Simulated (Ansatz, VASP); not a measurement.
**Ba in VASP and in Ansatz**

```
Ba
1.0
     0.00000    3.08140    3.08140
     3.08140    0.00000    3.08140
     3.08140    3.08140    0.00000
Ba
1
Cartesian
  0.0000 0.0000 0.0000
```

Alike in both runs: functional PBEsol; k mesh 12 × 12 × 12; occupations fermi-dirac, width 0.05 eV; no spin polarisation.

Ansatz relaxed the structure, and its values are those at the end. VASP's run is a single point on that final structure, the one shown.

|  | VASP | Ansatz |
| --- | --- | --- |
| version | VASP 6.6.1 | Ansatz 0.2.0 |
| potentials or method | VASP PAW PBE potentials, release 64 (Ba_sv) | PAW with Ansatz's default frozen-core files, scalar-relativistic |
| plane-wave cutoff (eV) | 520 | 420 |
| valence electrons in the cell | 10 | 10 |

|  | VASP | Ansatz | Ansatz less VASP |
| --- | --- | --- | --- |
| pressure (GPa) | 0.1 | 0.0 | -0.08 |

VASP's potentials were made for PBE, not for PBEsol. With one functional, cell and mesh, what is left measures potentials, basis and numerics.

Spin-orbit coupling is off throughout.
